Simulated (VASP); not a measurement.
A run of VASP 6.6.1 is set up as follows.

The input INCAR:

```
SYSTEM = ZrN
ALGO = Normal
EDIFF = 1E-6
ENCUT = 600
GGA = PS
GGA_COMPAT = .FALSE.
ISIF = 2
ISMEAR = 1
LASPH = .TRUE.
LCHARG = .FALSE.
LREAL = .FALSE.
LWAVE = .FALSE.
NBANDS = 16
NELM = 120
PREC = Accurate
SIGMA = 0.15
```

KPOINTS

```
k-points
0
G
  7 7 7
  0 0 0
```

POSCAR

```
ZrN
1.0
    3.2526910000      0.0000000000      0.0000000000
    1.6263455000      2.8169130367      0.0000000000
    1.6263455000      0.9389710122      2.6558110803
Zr N
1 1
Direct
    0.5000000000      0.5000000000      0.5000000000
    0.0000000000      0.0000000000      0.0000000000
```

Potentials or basis: VASP PAW PBE potentials, release 64 (Zr_sv, N).

The run is started by

```bash
$ cat potpaw_PBE.64/Zr_sv/POTCAR potpaw_PBE.64/N/POTCAR > POTCAR
$ mpirun -np 1 vasp_std > vasp.out
```

**Question.** What does it give for the pressure?

**Answer.** -7.5 GPa.

Caveat: the PAW data sets were made with another functional, which shifts forces and pressure a little.
